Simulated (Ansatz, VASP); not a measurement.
## MgO: VASP beside Ansatz

```
Mg O
1.0
     2.93802    0.00000    0.00000
    -1.46901    2.54440    0.00000
     0.00000    0.00000    2.67968
Mg O
1 1
Direct
  0.00000 0.00000 0.00000
  0.33333 0.66667 0.50000
```

Alike in both runs: task single point; functional PBE; k mesh 6 × 6 × 6; occupations fermi-dirac, width 0.04 eV; no spin polarisation.

|  | VASP | Ansatz |
| --- | --- | --- |
| version | VASP 6.6.1 | Ansatz 0.2.0 |
| potentials or method | VASP PAW PBE potentials, release 64 (Mg, O), cutoff 520 eV | all-electron LAPW, scalar-relativistic |

Ansatz gave:

| Property | Result |
| --- | --- |
| gap on the k mesh at the Fermi level (eV) | 3.01 |
| least direct gap on the mesh (eV) | 3.41 |
| pressure (GPa) | 0.0 |
| traceless stress, the component that is largest in VASP (GPa) | 0.06 |

Q: Estimate VASP's values.

A: gap on the k mesh at the Fermi level (eV): 3.00; least direct gap on the mesh (eV): 3.40; pressure (GPa): -0.7; traceless stress, the component that is largest in VASP (GPa): -0.04.

Ansatz ran all-electron here, and VASP with PAW potentials.
